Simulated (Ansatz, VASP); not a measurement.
BiTe, level by level in two programs

```xyz
2
Lattice="0.0000 3.2350 3.2350 3.2350 0.0000 3.2350 3.2350 3.2350 0.0000" Properties=species:S:1:pos:R:3 pbc="T T T"
Bi    0.0000    0.0000    0.0000
Te    3.2350    3.2350    3.2350
```

Single points on this cell with VASP 6.6.1 and Ansatz 0.2.0. Each row is one pair of runs. Alike in all rows: spin: off; VASP's potentials, cutoff: VASP PAW PBE potentials, release 64 (Bi_d, Te), 520 eV.

| level | k mesh | smearing | Ansatz's potentials, cutoff | gap on the k mesh at the Fermi level (eV), VASP | gap on the k mesh at the Fermi level (eV), Ansatz | pressure (GPa), VASP | pressure (GPa), Ansatz |
| --- | --- | --- | --- | --- | --- | --- | --- |
| PBE-based screened hybrid | 4 × 4 × 4 | fermi-dirac, width 0.05 eV | Ansatz PAW, 420 eV | none | none | -2.3 | -2.0 |
| PBE0 | 4 × 4 × 4 | fermi-dirac, width 0.05 eV | Ansatz PAW, 420 eV | none | ? | -1.8 | ? |
| PBE | 7 × 7 × 7 | gaussian, width 0.011 eV | Ansatz PAW, 420 eV | none | none | 1.0 | 1.0 |
| r2SCAN | 7 × 7 × 7 | fermi-dirac, width 0.05 eV | Ansatz PAW, 500 eV | none | none | 0.1 | 0.1 |

Problem. Fill in what Ansatz gave in row 2.

Solution. gap on the k mesh at the Fermi level (eV): none; pressure (GPa): -1.5.

VASP's potentials hold 21 valence electrons a cell and Ansatz's 31, so a difference there can come from the potentials and not from the codes.

A gap of «none» marks a metal or a gap that the smearing closes.

The k mesh is coarse in some rows, so the values compare programs but aren't converged. Spin-orbit coupling is off throughout.
